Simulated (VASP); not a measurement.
# CaAl2Sb2 in VASP: single point with PBE

Aim: the single point of CaAl2Sb2 with PBE.

Program: VASP 6.6.1. These are calculated values, not measurements. Logs are shortened: lines on timing, memory, paths and dates and some standing lists are left out, and cuts for length are marked.

## 1. The cell of the first run

The typed cell holds 5 atoms: a = 4.499 Å, b = 4.499 Å, c = 7.731 Å, α = 90.00°, β = 90.00°, γ = 120.00°.

## 2. Single point, PBE

Contents of INCAR:

```
SYSTEM = CaAl2Sb2
PREC = Accurate
ENCUT = 520
EDIFF = 1E-6
ISMEAR = -1
SIGMA = 0.1
LREAL = .False.
LASPH = .True.
NELM = 80
ALGO = Normal
ISIF = 2
LWAVE = .False.
LCHARG = .True.
GGA = PE
LELF = .True.
LVHAR = .True.
NBANDS = 21
```

Contents of KPOINTS:

```
Automatic mesh
0
Gamma
  9 9 5
  0 0 0
```

Contents of POSCAR:

```
CaAl2Sb2
1.0
    4.4986830000      0.0000000000      0.0000000000
   -2.2493410000      3.8959780000      0.0000000000
    0.0000000000      0.0000000000      7.7314340000
Ca Al Sb
1 2 2
Direct
    0.0000000000      0.0000000000      0.0000000000
    0.3333000000      0.6667000000      0.6293000000
    0.6667000000      0.3333000000      0.3707000000
    0.3333000000      0.6667000000      0.2621700000
    0.6667000000      0.3333000000      0.7378300000
```

Potentials or basis: VASP PAW PBE potentials, release 64 (Ca_sv, Al, Sb).

Run with:

```console
cat potpaw_PBE.64/Ca_sv/POTCAR potpaw_PBE.64/Al/POTCAR potpaw_PBE.64/Sb/POTCAR > POTCAR
mpirun -np 1 vasp_std > vasp.out
```

OUTCAR:

```text
SYSTEM = CaAl2Sb2
   PREC = Accurate
   ENCUT = 520
   EDIFF = 1E-6
   ISMEAR = -1
   LREAL = .False.
   LASPH = .True.
   NELM = 80
   ISIF = 2
   GGA = PE

 ion  position               nearest neighbor table
   1  0.000  0.000  0.000-   4 3.29   5 3.29   5 3.29   4 3.29   5 3.29   4 3.29
   2  0.333  0.667  0.629-   5 2.73   5 2.73   5 2.73   4 2.84   3 3.28   3 3.28   3 3.28
   3  0.667  0.333  0.371-   4 2.73   4 2.73   4 2.73   5 2.84   2 3.28   2 3.28   2 3.28
   4  0.333  0.667  0.262-   3 2.73   3 2.73   3 2.73   2 2.84   1 3.29   1 3.29   1 3.29
   5  0.667  0.333  0.738-   2 2.73   2 2.73   2 2.73   3 2.84   1 3.29   1 3.29   1 3.29

  LATTYP: Found a hexagonal cell.
 ALAT       =     4.4986830000
 C/A-ratio  =     1.7185994212

  Lattice vectors:

 A1 = (   4.4986830000,   0.0000000000,   0.0000000000)
 A2 = (  -2.2493410000,   3.8959780000,   0.0000000000)
 A3 = (   0.0000000000,   0.0000000000,   7.7314340000)

Analysis of symmetry for initial positions (statically):
=====================================================================
 Subroutine PRICEL returns:
 Original cell was already a primitive cell.

 Routine SETGRP: Setting up the symmetry group for a
 hexagonal supercell.

 Subroutine GETGRP returns: Found  4 space group operations
 (whereof  4 operations were pure point group operations)
 out of a pool of 24 trial point group operations.

The static configuration has the point symmetry C_2h.

Analysis of symmetry for dynamics (positions and initial velocities):
=====================================================================
 Subroutine PRICEL returns:
 Original cell was already a primitive cell.

 Routine SETGRP: Setting up the symmetry group for a
 hexagonal supercell.

 Subroutine GETGRP returns: Found  4 space group operations
 (whereof  4 operations were pure point group operations)
 out of a pool of 24 trial point group operations.

The dynamic configuration has the point symmetry C_2h.

 Subroutine INISYM returns: Found  4 space group operations
 (whereof  4 operations are pure point group operations),
 and found     1 'primitive' translations

----------------------------------------------------------------------------------------

                                     Primitive cell

  volume of cell :     135.5071

  direct lattice vectors                    reciprocal lattice vectors
     4.498683000  0.000000000  0.000000000     0.222287278  0.128337452  0.000000000
    -2.249341000  3.895978000  0.000000000     0.000000000  0.256674961  0.000000000
     0.000000000  0.000000000  7.731434000     0.000000000  0.000000000  0.129342112

  length of vectors
     4.498683000  4.498686421  7.731434000     0.256675156  0.256674961  0.129342112

  position of ions in fractional coordinates (direct lattice)
     0.000000000  0.000000000  0.000000000
     0.333300000  0.666700000  0.629300000
     0.666700000  0.333300000  0.370700000
     0.333300000  0.666700000  0.262170000
     0.666700000  0.333300000  0.737830000

  ion indices of the primitive-cell ions
   primitive index   ion index
                 1           1
                 2           2
                 3           3
                 4           4
                 5           5

----------------------------------------------------------------------------------------

 KPOINTS: Automatic mesh

Automatic generation of k-mesh.
 Grid dimensions read from file:
 generate k-points for:    9    9    5

 Generating k-lattice:

  Cartesian coordinates                     Fractional coordinates (reciprocal lattice)
     0.024698586  0.014259717  0.000000000     0.111111111  0.000000000  0.000000000
     0.000000000  0.028519440  0.000000000     0.000000000  0.111111111  0.000000000
     0.000000000  0.000000000  0.025868422     0.000000000  0.000000000  0.200000000

  Length of vectors
     0.028519462  0.028519440  0.025868422

  Shift w.r.t. Gamma in fractional coordinates (k-lattice)
     0.000000000  0.000000000  0.000000000

 Subroutine IBZKPT returns following result:
 ===========================================

 Found    115 irreducible k-points:

 Following reciprocal coordinates:
            Coordinates               Weight
  0.000000  0.000000  0.000000      1.000000
  0.111111  0.000000  0.000000      4.000000
 -0.111111  0.111111  0.000000      2.000000
  0.222222  0.000000  0.000000      4.000000
 -0.222222  0.222222  0.000000      2.000000
  0.333333 -0.000000  0.000000      4.000000
[... 16 lines left out ...]
 -0.222222 -0.444444  0.000000      4.000000
  0.444444  0.333333  0.000000      4.000000
 [... further k-points ...]
   k-points           NKPTS =    115   k-points in BZ     NKDIM =    115   number of bands    NBANDS=     21
   number of dos      NEDOS =    301   number of ions     NIONS =      5
   total plane-waves  NPLWV =  77760
   dimension x,y,z NGX =    36 NGY =   36 NGZ =   60
   dimension x,y,z NGXF=    72 NGYF=   72 NGZF=  120
   ions per type =               1   2   2
   NGX,Y,Z   is equivalent  to a cutoff of  13.30, 13.30, 12.90 a.u.
   NGXF,Y,Z  is equivalent  to a cutoff of  26.61, 26.61, 25.80 a.u.
 SYSTEM =  CaAl2Sb2
   PREC   = accura    normal or accurate (medium, high low for compatibility)
   ISTART =      0    job   : 0-new  1-cont  2-samecut
   ICHARG =      2    charge: 1-file 2-atom 10-const
   ISPIN  =      1    spin polarized calculation?
   LNONCOLLINEAR =      F non collinear calculations
   LSORBIT =      F    spin-orbit coupling
   LASPH  =      T    aspherical Exc in radial PAW
   ENCUT  =  520.0 eV  38.22 Ry    6.18 a.u.   8.36  8.36 14.38*2*pi/ulx,y,z
   NELM   =     80;   NELMIN=  2; NELMDL= -5     # of ELM steps
   EDIFF  = 0.1E-05   stopping-criterion for ELM
   LREAL  =      F    real-space projection
   EDIFFG = 0.1E-04   stopping-criterion for IOM
   NSW    =      0    number of steps for IOM
   IBRION =     -1    ionic relax: 0-MD 1-quasi-New 2-CG
   NFREE  =      0    steps in history (QN), initial steepest desc. (CG)
   ISIF   =      2    stress and relaxation
   ISYM   =      2    0-nonsym 1-usesym 2-fastsym
   POTIM  = 0.5000    time-step for ionic-motion
   TEBEG  =    0.0;   TEEND  =   0.0 temperature during run
   PSTRESS=    0.0 pullay stress
   NELECT =      26.0000    total number of electrons
   NUPDOWN=      -1.0000    fix difference up-down
   EMIN   =  10.00;   EMAX   =-10.00  energy-range for DOS
   EFERMI =   0.00;   METHOD = LEGACY
   ISMEAR =    -1;   SIGMA  =   0.10  broadening in eV -4-tet -1-fermi 0-gaus
   EFERMI_NEDOS =   21; number of points for ismear=-14 and -15
   IALGO  =     38    algorithm
   IMIX   =      4    mixing-type and parameters
     AMIX     =   0.40;   BMIX     =  1.00
     AMIX_MAG =   1.60;   BMIX_MAG =  1.00
  volume/ion in A,a.u.               =      27.10       182.89
  Fermi-wavevector in a.u.,A,eV,Ry     =   0.944232  1.784339 12.130597  0.891574
  Thomas-Fermi vector in A             =   2.072017
   LORBIT       =      0    0 simple, 1 ext, 2 COOP (PROOUT), +10 PAW based schemes
   GGA     = PE    functional components
   LHFCALC =     F    Hartree Fock is set to
   AEXX    =    0.0000 exact exchange contribution
   IVDW    =     0    specifies the selected vdW correction
   LEPSILON=     F    determine dielectric tensor
   LRPA    =     F    only Hartree local field effects (RPA)
 non-spin polarized calculation
  energy-cutoff  :      520.00
  volume of cell :      135.51
 maximum number of plane-waves:      3695
 NGX is ok and might be reduce to    36
   NGX = 17   NGY = 17   NGZ = 29

 number of electron      26.0000001 magnetization

 Free energy of the ion-electron system (eV)
  ---------------------------------------------------
  ext. energy  EPLUGINS =         0.00000000
  ---------------------------------------------------
  free energy    TOTEN  =       -18.61476123 eV

  energy without entropy =      -18.52125750  energy(sigma->0) =      -18.56800937

 E-fermi :   6.2363     XC(G=0):  -9.0952

 val. band max:        6.2242419935   @ k =  -0.3333  -0.1111   0.2000
 cond. band min:       6.2469403042   @ k =   0.0000   0.0000   0.4000
 fundamental gap:      0.0226983107
 Fermi energy:         6.2363032237

 k-point     1 :       0.0000    0.0000    0.0000
  band No.  band energies     occupation
      1     -36.0433      2.00000
      2     -17.0661      2.00000
      3     -17.0483      2.00000
      4     -17.0483      2.00000
      5      -5.5746      2.00000
      6      -4.3474      2.00000
[... 13 lines left out ...]
     20       7.9653      0.00000
     21       7.9655      0.00000

 k-point     2 :       0.1111    0.0000    0.0000
  band No.  band energies     occupation
      1     -36.0431      2.00000
      2     -17.0652      2.00000
      3     -17.0518      2.00000
      4     -17.0491      2.00000
      5      -5.4799      2.00000
      6      -4.2846      2.00000
[... 13 lines left out ...]
     20       7.9733      0.00000
     21       8.3448      0.00000

 k-point     3 :      -0.1111    0.1111    0.0000
  band No.  band energies     occupation
      1     -36.0431      2.00000
      2     -17.0652      2.00000
      3     -17.0518      2.00000
      4     -17.0491      2.00000
      5      -5.4800      2.00000
      6      -4.2846      2.00000
[... 13 lines left out ...]
     20       7.9733      0.00000
     21       8.3452      0.00000
[... 457 lines left out ...]
 k-point    23 :      -0.2222   -0.4444    0.0000
  band No.  band energies     occupation
      1     -36.0418      2.00000
      2     -17.0733      2.00000
      3     -17.0622      2.00000
      4     -17.0585      2.00000
      5      -4.2245      2.00000
      6      -3.8518      2.00000
[... 13 lines left out ...]
     20       9.3150      0.00000
     21       9.7395      0.00000

 k-point    24 :       0.4444    0.3333    0.0000
  band No.  band energies     occupation
      1     -36.0418      2.00000
      2     -17.0733      2.00000
      3     -17.0622      2.00000
      4     -17.0585      2.00000
      5      -4.2248      2.00000
      6      -3.8516      2.00000
[... 13 lines left out ...]
     20       9.3145      0.00000
     21       9.7394      0.00000

 [... further k-points ...]

------------------------ aborting loop because EDIFF is reached ----------------------------------------

  FORCE on cell =-STRESS in cart. coord.  units (eV):
  Direction    XX          YY          ZZ          XY          YZ          ZX
  --------------------------------------------------------------------------------------
  -------------------------------------------------------------------------------------
  Total        3.2977059      3.3042949     -0.8708090      0.0057004      0.0019153     -0.0033174
  in kB       38.9906580     39.0685630    -10.2960715      0.0673992      0.0226454     -0.0392231
  external PRESSURE =      22.5877165 kB  Pullay stress =       0.0000000 kB

 VOLUME and BASIS-vectors are now :
 -----------------------------------------------------------------------------
  energy-cutoff  :      520.00
  volume of cell :      135.51
      direct lattice vectors                 reciprocal lattice vectors
     4.498683000  0.000000000  0.000000000     0.222287278  0.128337452  0.000000000
    -2.249341000  3.895978000  0.000000000     0.000000000  0.256674961  0.000000000
     0.000000000  0.000000000  7.731434000     0.000000000  0.000000000  0.129342112

 POSITION                                       TOTAL-FORCE (eV/Angst)
 -----------------------------------------------------------------------------------
      0.00000      0.00000      0.00000         0.000000      0.000000      0.000000
     -0.00022      2.59745      4.86539         0.002263     -0.001307     -0.066455
      2.24957      1.29853      2.86604        -0.002263      0.001307      0.066455
     -0.00022      2.59745      2.02695         0.002603     -0.001503     -0.130027
      2.24957      1.29853      5.70448        -0.002603      0.001503      0.130027
 -----------------------------------------------------------------------------------
    total drift:                               -0.000000     -0.000000      0.000000

  FREE ENERGIE OF THE ION-ELECTRON SYSTEM (eV)
  ---------------------------------------------------
  free  energy   TOTEN  =       -18.6147612321 eV

  energy  without entropy=      -18.5212574999  energy(sigma->0) =      -18.56800937
```

Run time: 9.1 min. Hardware: 1 thread of AMD EPYC, shared host; peak memory 0.47 GiB.

What came out:

```
Free energy            : -18.6148 eV
Pressure               : 2.3 GPa
Largest force          : 0.130 eV/Å
Band gap on the k mesh : zero (bands 13 and 14 overlap by 1.27 eV)
```

Forces on the atoms (eV/Å):
```
Ca   0.000  0.000  0.000
Al   0.002 -0.001 -0.066
Al  -0.002  0.001  0.066
Sb   0.003 -0.002 -0.130
Sb  -0.003  0.002  0.130
```

Caveat: spin-orbit coupling is left out, which moves the levels of the heavy elements.
